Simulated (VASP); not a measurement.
# WSe2 in VASP: single point with PBE

Aim: the single point of WSe2 with PBE.

Everything below comes from runs of VASP 6.6.1. Logs are shortened: lines on timing, memory, paths and dates and some standing lists are left out, and cuts for length are marked.

## (1) The cell of the first run

The cell holds a slab with vacuum, 9 atoms: a = 3.319 Å, b = 3.295 Å, c = 31.146 Å, α = 88.62°, β = 91.11°, γ = 120.01°.

## (2) Single point, PBE (atoms moved at random and the cell strained at random)

INCAR

```
SYSTEM = WSe2
PREC = Accurate
ENCUT = 520
EDIFF = 1E-6
ISMEAR = 0
SIGMA = 0.05
LREAL = .FALSE.
LASPH = .TRUE.
NELM = 60
ALGO = Normal
ISIF = 2
LWAVE = .FALSE.
LCHARG = .FALSE.
GGA = PE
NBANDS = 49
```

KPOINTS

```
regular mesh
0
G
  12 12 1
  0 0 0
```

POSCAR

```
WSe2
1.0
    3.3191957339      0.0068314915     -0.0322002634
   -1.6536816217      2.8497832113      0.0398525519
   -0.3008133796      0.2562211402     31.1435720903
W Se
3 6
Direct
    0.6470716299      0.3297632143      0.0004863454
    0.3071403040      0.6599555441      0.7540167452
    0.3273169462      0.6794224814      0.2446598778
    0.3515970210      0.6788676666      0.0546208166
    0.6873070695      0.3498445027      0.8107368720
    0.6869850379      0.3367963550      0.2984747170
    0.3345370514      0.6733131147      0.9423257572
    0.6735487489      0.3113867861      0.6998806895
    0.6511628579      0.3139836684      0.1947981792
```

Potentials or basis: VASP PAW PBE potentials, release 64 (W_sv, Se).

Launch:

```console
$ cat potpaw_PBE.64/W_sv/POTCAR potpaw_PBE.64/Se/POTCAR > POTCAR
$ mpirun -np 1 vasp_std > vasp.out
```

OUTCAR:

```text
SYSTEM = WSe2
   PREC = Accurate
   ENCUT = 520
   EDIFF = 1E-6
   ISMEAR = 0
   LREAL = .FALSE.
   LASPH = .TRUE.
   NELM = 60
   ISIF = 2
   GGA = PE

 ion  position               nearest neighbor table
   1  0.647  0.330  0.000-   4 2.49   4 2.53   7 2.58   4 2.62   7 2.63   7 2.69
   2  0.307  0.660  0.754-   8 2.47   8 2.49   5 2.52   5 2.62   5 2.67   8 2.69
   3  0.327  0.679  0.245-   9 2.37   9 2.48   6 2.50   6 2.54   9 2.54   6 2.59
   4  0.352  0.679  0.055-   1 2.49   1 2.53   1 2.62
   5  0.687  0.350  0.811-   2 2.52   2 2.62   2 2.67
   6  0.687  0.337  0.298-   3 2.50   3 2.54   3 2.59
   7  0.335  0.673  0.942-   1 2.58   1 2.63   1 2.69
   8  0.674  0.311  0.700-   2 2.47   2 2.49   2 2.69
   9  0.651  0.314  0.195-   3 2.37   3 2.48   3 2.54

  LATTYP: Found a triclinic cell.
 ALAT       =     3.2950744276
 B/A-ratio  =     1.0035271796
 C/A-ratio  =     9.6535924540
 COS(alpha) =     0.0029339841
 COS(beta)  =     0.1793366654
 COS(gamma) =     0.4943924841

  Lattice vectors:

 A1 = (   1.6536816217,  -2.8497832113,  -0.0398525519)
 A2 = (  -1.6655141122,  -2.8566147028,  -0.0076522885)
 A3 = (   5.2736907352,  -3.0991728600, -31.2156249056)

Analysis of symmetry for initial positions (statically):
=====================================================================
 Subroutine PRICEL returns:
 Original cell was already a primitive cell.

 Routine SETGRP: Setting up the symmetry group for a
 triclinic supercell.

 Subroutine GETGRP returns: Found  1 space group operations
 (whereof  1 operations were pure point group operations)
 out of a pool of  2 trial point group operations.

The static configuration has the point symmetry C_1 .

Analysis of symmetry for dynamics (positions and initial velocities):
=====================================================================
 Subroutine PRICEL returns:
 Original cell was already a primitive cell.

 Routine SETGRP: Setting up the symmetry group for a
 triclinic supercell.

 Subroutine GETGRP returns: Found  1 space group operations
 (whereof  1 operations were pure point group operations)
 out of a pool of  2 trial point group operations.

The dynamic configuration has the point symmetry C_1 .

 Subroutine INISYM returns: Found  1 space group operations
 (whereof  1 operations are pure point group operations),
 and found     1 'primitive' translations

----------------------------------------------------------------------------------------

                                     Primitive cell

  volume of cell :     294.8906

  direct lattice vectors                    reciprocal lattice vectors
     3.319195734  0.006831492 -0.032200263     0.300932697  0.174605660  0.001470188
    -1.653681622  2.849783211  0.039852552    -0.000749456  0.350509416 -0.002890913
    -0.300813380  0.256221140 31.143572090     0.000312102 -0.000267996  0.032114574

  length of vectors
     3.319358951  3.295074428 31.146078734     0.347922098  0.350522139  0.032117209

  position of ions in fractional coordinates (direct lattice)
     0.647071630  0.329763214  0.000486345
     0.307140304  0.659955544  0.754016745
     0.327316946  0.679422481  0.244659878
     0.351597021  0.678867667  0.054620817
     0.687307070  0.349844503  0.810736872
     0.686985038  0.336796355  0.298474717
     0.334537051  0.673313115  0.942325757
     0.673548749  0.311386786  0.699880689
     0.651162858  0.313983668  0.194798179

  ion indices of the primitive-cell ions
   primitive index   ion index
                 1           1
                 2           2
                 3           3
                 4           4
                 5           5
                 6           6
                 7           7
                 8           8
                 9           9

----------------------------------------------------------------------------------------

 KPOINTS: regular mesh

Automatic generation of k-mesh.
 Grid dimensions read from file:
 generate k-points for:   12   12    1

 Generating k-lattice:

  Cartesian coordinates                     Fractional coordinates (reciprocal lattice)
     0.025077725  0.014550472  0.000122516     0.083333333 -0.000000000 -0.000000000
    -0.000062455  0.029209118 -0.000240909     0.000000000  0.083333333  0.000000000
     0.000312102 -0.000267996  0.032114574     0.000000000  0.000000000  1.000000000

  Length of vectors
     0.028993508  0.029210178  0.032117209

  Shift w.r.t. Gamma in fractional coordinates (k-lattice)
     0.000000000  0.000000000  0.000000000

 Subroutine IBZKPT returns following result:
 ===========================================

 Found     74 irreducible k-points:

 Following reciprocal coordinates:
            Coordinates               Weight
  0.000000  0.000000  0.000000      1.000000
  0.083333  0.000000  0.000000      2.000000
  0.166667  0.000000  0.000000      2.000000
  0.250000  0.000000  0.000000      2.000000
  0.333333  0.000000  0.000000      2.000000
  0.416667  0.000000  0.000000      2.000000
[... 16 lines left out ...]
  0.250000  0.166667  0.000000      2.000000
  0.333333  0.166667  0.000000      2.000000
 [... further k-points ...]
   k-points           NKPTS =     74   k-points in BZ     NKDIM =     74   number of bands    NBANDS=     49
   number of dos      NEDOS =    301   number of ions     NIONS =      9
   total plane-waves  NPLWV = 188160
   dimension x,y,z NGX =    28 NGY =   28 NGZ =  240
   dimension x,y,z NGXF=    56 NGYF=   56 NGZF=  480
   ions per type =               3   6
   NGX,Y,Z   is equivalent  to a cutoff of  14.02, 14.13, 12.81 a.u.
   NGXF,Y,Z  is equivalent  to a cutoff of  28.05, 28.25, 25.62 a.u.
 SYSTEM =  WSe2
   PREC   = accura    normal or accurate (medium, high low for compatibility)
   ISTART =      0    job   : 0-new  1-cont  2-samecut
   ICHARG =      2    charge: 1-file 2-atom 10-const
   ISPIN  =      1    spin polarized calculation?
   LNONCOLLINEAR =      F non collinear calculations
   LSORBIT =      F    spin-orbit coupling
   LASPH  =      T    aspherical Exc in radial PAW
   ENCUT  =  520.0 eV  38.22 Ry    6.18 a.u.   6.17  6.13 57.91*2*pi/ulx,y,z
   NELM   =     60;   NELMIN=  2; NELMDL= -5     # of ELM steps
   EDIFF  = 0.1E-05   stopping-criterion for ELM
   LREAL  =      F    real-space projection
   EDIFFG = 0.1E-04   stopping-criterion for IOM
   NSW    =      0    number of steps for IOM
   IBRION =     -1    ionic relax: 0-MD 1-quasi-New 2-CG
   NFREE  =      0    steps in history (QN), initial steepest desc. (CG)
   ISIF   =      2    stress and relaxation
   ISYM   =      2    0-nonsym 1-usesym 2-fastsym
   POTIM  = 0.5000    time-step for ionic-motion
   TEBEG  =    0.0;   TEEND  =   0.0 temperature during run
   PSTRESS=    0.0 pullay stress
   NELECT =      78.0000    total number of electrons
   NUPDOWN=      -1.0000    fix difference up-down
   EMIN   =  10.00;   EMAX   =-10.00  energy-range for DOS
   EFERMI =   0.00;   METHOD = LEGACY
   ISMEAR =     0;   SIGMA  =   0.05  broadening in eV -4-tet -1-fermi 0-gaus
   EFERMI_NEDOS =   21; number of points for ismear=-14 and -15
   IALGO  =     38    algorithm
   IMIX   =      4    mixing-type and parameters
     AMIX     =   0.40;   BMIX     =  1.00
     AMIX_MAG =   1.60;   BMIX_MAG =  1.00
  volume/ion in A,a.u.               =      32.77       221.11
  Fermi-wavevector in a.u.,A,eV,Ry     =   1.050879  1.985873 15.025550  1.104347
  Thomas-Fermi vector in A             =   2.185900
   LORBIT       =      0    0 simple, 1 ext, 2 COOP (PROOUT), +10 PAW based schemes
   GGA     = PE    functional components
   LHFCALC =     F    Hartree Fock is set to
   AEXX    =    0.0000 exact exchange contribution
   IVDW    =     0    specifies the selected vdW correction
   LEPSILON=     F    determine dielectric tensor
   LRPA    =     F    only Hartree local field effects (RPA)
 non-spin polarized calculation
 Gauss-broadening in eV      SIGMA  =   0.05
  energy-cutoff  :      520.00
  volume of cell :      294.89
 maximum number of plane-waves:      7989
 NGX is ok and might be reduce to    28
   NGX = 13   NGY = 13   NGZ =115

 number of electron      78.0000001 magnetization

 Free energy of the ion-electron system (eV)
  ---------------------------------------------------
  ext. energy  EPLUGINS =         0.00000000
  ---------------------------------------------------
  free energy    TOTEN  =       -64.17650882 eV

  energy without entropy =      -64.17650882  energy(sigma->0) =      -64.17650882

 E-fermi :   2.0689     XC(G=0):  -7.2688

 val. band max:        1.8638314207   @ k =   0.3333   0.3333   0.0000
 cond. band min:       3.0525133284   @ k =   0.3333   0.3333   0.0000
 fundamental gap:      1.1886819077
 Fermi energy:         2.0688991149

 k-point     1 :       0.0000    0.0000    0.0000
  band No.  band energies     occupation
      1     -72.3226      2.00000
      2     -72.3190      2.00000
      3     -72.3030      2.00000
      4     -36.5887      2.00000
      5     -36.5463      2.00000
      6     -36.5180      2.00000
[... 41 lines left out ...]
     48       5.0678      0.00000
     49       5.2049      0.00000

 k-point     2 :       0.0833    0.0000    0.0000
  band No.  band energies     occupation
      1     -72.3219      2.00000
      2     -72.3184      2.00000
      3     -72.3024      2.00000
      4     -36.5859      2.00000
      5     -36.5436      2.00000
      6     -36.5163      2.00000
[... 41 lines left out ...]
     48       4.8184      0.00000
     49       5.1540      0.00000

 k-point     3 :       0.1667    0.0000    0.0000
  band No.  band energies     occupation
      1     -72.3201      2.00000
      2     -72.3167      2.00000
      3     -72.3008      2.00000
      4     -36.5796      2.00000
      5     -36.5547      2.00000
      6     -36.5363      2.00000
[... 1081 lines left out ...]
     48       4.7203      0.00000
     49       5.7780      0.00000

 k-point    24 :       0.3333    0.1667    0.0000
  band No.  band energies     occupation
      1     -72.3128      2.00000
      2     -72.3097      2.00000
      3     -72.2940      2.00000
      4     -36.7038      2.00000
      5     -36.6115      2.00000
      6     -36.5599      2.00000
[... 41 lines left out ...]
     48       4.9717      0.00000
     49       5.7126      0.00000

 [... further k-points ...]
[... 5 lines left out ...]
  --------------------------------------------------------------------------------------
  -------------------------------------------------------------------------------------
  Total       -0.1535092      3.6909773      0.4345239      0.5384538     -5.3393325      0.7549926
  in kB       -0.8340349     20.0535405      2.3608227      2.9254869    -29.0092596      4.1019689
  external PRESSURE =       7.1934428 kB  Pullay stress =       0.0000000 kB

 VOLUME and BASIS-vectors are now :
 -----------------------------------------------------------------------------
  energy-cutoff  :      520.00
  volume of cell :      294.89
      direct lattice vectors                 reciprocal lattice vectors
     3.319195734  0.006831492 -0.032200263     0.300932697  0.174605660  0.001470188
    -1.653681622  2.849783211  0.039852552    -0.000749456  0.350509416 -0.002890913
    -0.300813380  0.256221140 31.143572090     0.000312102 -0.000267996  0.032114574

 POSITION                                       TOTAL-FORCE (eV/Angst)
 -----------------------------------------------------------------------------------
      1.60229      0.94430      0.00745         1.135667      0.689418     -1.553999
     -0.29872      2.07602     23.49919         1.948728      0.040033      1.157188
     -0.11072      2.00113      7.63612         1.192530     -1.596848      2.201421
      0.02796      1.95102      1.71682        -0.557194     -0.665780     -0.040930
      1.45889      1.20940     25.24105        -0.697384     -0.556387     -0.978881
      1.63350      1.04097      9.28687        -0.650760      0.016829      0.457704
     -0.28652      2.16253     29.36345        -0.578120     -0.024100      1.595685
      1.51017      1.07131     21.78751        -1.252254      0.517089     -0.179187
      1.58351      0.94915      6.05826        -0.541213      1.579745     -2.659002
 -----------------------------------------------------------------------------------
    total drift:                               -0.000240     -0.000119     -0.000237

  FREE ENERGIE OF THE ION-ELECTRON SYSTEM (eV)
  ---------------------------------------------------
  free  energy   TOTEN  =       -64.1765088180 eV

  energy  without entropy=      -64.1765088180  energy(sigma->0) =      -64.17650882
```

It took 49 min on 1 thread of Oxide Virtual Turin-like, shared host; peak memory 0.97 GiB.

Results:

```yaml
Free_energy: -64.1765 eV
Largest_force: 3.140 eV/Å
Band_gap_on_the_k_mesh: 1.19 eV
```

Forces on the atoms (eV/Å):
```
W    1.136  0.689 -1.554
W    1.949  0.040  1.157
W    1.193 -1.597  2.201
Se  -0.557 -0.666 -0.041
Se  -0.697 -0.556 -0.979
Se  -0.651  0.017  0.458
Se  -0.578 -0.024  1.596
Se  -1.252  0.517 -0.179
Se  -0.541  1.580 -2.659
```

Levels at points of the mesh, in eV from the valence-band top:
```
           k point  band 35  band 36  band 37  band 38  band 39  band 40  band 41  band 42  band 43  band 44
(0.00, 0.00, 0.00)    -0.75    -0.65    -0.58    -0.41    -0.18     2.17     2.31     2.41     2.60     2.69
(0.50, 0.00, 0.00)    -1.29    -0.91    -0.88    -0.74    -0.68     2.08     2.27     2.44     2.52     2.57
(0.00, 0.50, 0.00)    -1.41    -1.24    -1.07    -0.63    -0.51     2.05     2.31     2.39     2.54     2.60
(0.50, 0.50, 0.00)    -1.20    -1.12    -0.97    -0.61    -0.59     2.17     2.35     2.38     2.55     2.59
```

Caveat: the cell differs from its parent crystal (atoms moved at random and the cell strained at random); spin-orbit coupling is left out, which moves the levels of the heavy elements.
